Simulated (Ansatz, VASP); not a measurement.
# One calculation of Mg, two programs

```
CELL_PARAMETERS angstrom
2.81652 0.00000 0.00000
-1.40826 2.43918 0.00000
0.00000 0.00000 6.69022
ATOMIC_POSITIONS crystal
Mg 0.00000 0.00000 0.19070
Mg 0.00000 0.00000 0.80930
```

Alike in both runs: task single point; functional PBE; k mesh 6 × 6 × 4; occupations gaussian, width 0.1 eV; no spin polarisation.

```csv
,VASP,Ansatz
version,VASP 6.6.1,Ansatz 0.2.0
potentials or method,"VASP PAW PBE potentials, release 64 (Mg), cutoff 520 eV","scalar-relativistic, plane waves, PAW"
valence electrons in the cell,4,20
```

```tsv
	VASP	Ansatz	Ansatz less VASP
gap on the k mesh at the Fermi level (eV)	none	none	-
pressure (GPa)	11.9	11.8	-0.03
traceless stress, the component that is largest in VASP (GPa)	-1.69	-1.70	-0.002
rms of the force components (eV/Å)	1.045	1.041	-0.0036
```

Atom by atom the forces differ by 0.004 eV/Å (rms over components). A gap of «none» marks a metal or a gap that the smearing closes. The functional is the same, so the differences come from potentials, cutoffs and numerics. VASP's potentials hold 4 valence electrons a cell and Ansatz's 20, so a difference there can come from the potentials and not from the codes.

The k mesh is coarse, so the values compare programs but aren't converged.
